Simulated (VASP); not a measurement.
Set up this calculation in VASP 6.6.1, as the native input.

```
Task                   : single point
Functional             : PBE
Dispersion             : D3(BJ)
Potentials or basis    : VASP PAW PBE potentials, release 64 (C)
Cutoff                 : 520 eV
k mesh                 : 24 × 24 × 8
Occupations            : gaussian, width 0.15 eV
Spin                   : no spin polarisation
Dipole correction      : no
Further INCAR settings : ALGO = Normal; EDIFF = 1e-07; NBANDS = 16
```

The structure of C lies in POSCAR:

```
C
1.0
    2.4649796655      0.0000000000      0.0000000000
   -1.2324898327      2.1347350101      0.0000000000
    0.0000000000      0.0000000000      7.0079699359
C
4
Direct
    0.0000000000      0.0000000000      0.0025000000
    0.0000000000      0.0000000000      0.5025000000
    0.3333333333      0.6666666667      0.0025000000
    0.6666666667      0.3333333333      0.5025000000
```

This cell differs from its parent crystal: strain +0.000 along x and y, +0.040 along z.

One way to write it, as run:

INCAR

```
  ALGO = Normal
  EDIFF = 1E-7
  ENCUT = 520
  GGA = PE
  ISIF = 2
  ISMEAR = 0
  IVDW = 12
  LASPH = T
  LCHARG = T
  LELF = T
  LREAL = F
  LVHAR = T
  LWAVE = F
  NBANDS = 16
  NELM = 60
  PREC = Accurate
  SIGMA = 0.15
```

KPOINTS

```
k-points
0
Gamma
  24 24 8
```

Potentials or basis: VASP PAW PBE potentials, release 64 (C).

The run is started by

```console
$ cat potpaw_PBE.64/C/POTCAR > POTCAR
$ mpirun -np 1 vasp_std > vasp.out
```

It gave:

```yaml
Pressure: 0.1 GPa
Band_gap_on_the_k_mesh: zero (bands 8 and 9 overlap by 0.02 eV)
Dispersion_energy_per_atom: -0.148 eV
```

Caveat: the cell differs from its parent crystal (strain +0.000 along x and y, +0.040 along z).

Wall time 3.9 min on 1 thread of Intel Xeon 8259CL, on a shared host, peak memory 0.25 GiB.
